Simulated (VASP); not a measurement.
Here is a VASP 6.6.1 calculation.

The input INCAR:

```
PREC = Accurate
ENCUT = 520
EDIFF = 1E-6
ISMEAR = 0
SIGMA = 0.05
LREAL = F
LASPH = T
NELM = 100
ALGO = Fast
ISIF = 2
LWAVE = F
LCHARG = F
GGA = PE
NBANDS = 11
```

File KPOINTS:

```
regular mesh
0
Gamma
  8 8 8
```

POSCAR

```
Pd
1.0
    0.0000000000      1.9465000000      1.9465000000
    1.9465000000      0.0000000000      1.9465000000
    1.9465000000      1.9465000000      0.0000000000
Pd
1
Direct
    0.0000000000      0.0000000000      0.0000000000
```

Potentials or basis: VASP PAW PBE potentials, release 64 (Pd).

Run with:

```bash
$ cat potpaw_PBE.64/Pd/POTCAR > POTCAR
$ mpirun -np 1 vasp_std > vasp.out
```

(1) What does it give for the pressure?

(2) Estimate the band gap on the k mesh.

## Answers

(1) 7.7 GPa.

(2) zero (bands 5 and 6 overlap by 1.60 eV).

Caveat: the cell stands under pressure.
